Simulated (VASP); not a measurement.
Here is a VASP 6.6.1 calculation.

File INCAR:

```
PREC = Accurate ; ENCUT = 500
EDIFF = 1E-7 ; ISMEAR = -1
SIGMA = 0.05 ; LREAL = F
LASPH = T ; NELM = 120
ALGO = Normal ; ISIF = 3
LWAVE = F ; LCHARG = F
GGA = PE ; IBRION = 2
NSW = 60 ; EDIFFG = -0.005
GGA_COMPAT = F ; NELMIN = 4
```

KPOINTS

```
regular mesh
0
Gamma
  16 16 16
```

POSCAR

```
BP
1.0
    0.0000000000      2.1544346900      2.1544346900
    2.1544346900      0.0000000000      2.1544346900
    2.1544346900      2.1544346900      0.0000000000
B P
1 1
Direct
    0.0000000000      0.0000000000      0.0000000000
    0.5000000000      0.5000000000      0.5000000000
```

Potentials or basis: VASP PAW PBE potentials, release 64 (B, P).

Run with:

```bash
$ cat potpaw_PBE.64/B/POTCAR potpaw_PBE.64/P/POTCAR > POTCAR
$ mpirun -np 1 vasp_std > vasp.out
```

**Question.** Estimate the relaxed cell.

**Answer.** a = 3.053 Å, b = 3.053 Å, c = 3.053 Å, α = 60.00°, β = 60.00°, γ = 60.00°.

**Question.** Estimate the band gap on the k mesh.

**Answer.** Zero (bands 4 and 5 overlap by 4.13 eV).

Final structure:
```
CELL_PARAMETERS angstrom
0.00000 2.15879 2.15879
2.15879 0.00000 2.15879
2.15879 2.15879 0.00000
ATOMIC_POSITIONS crystal
B 0.00000 0.00000 0.00000
P 0.50000 0.50000 0.50000
```
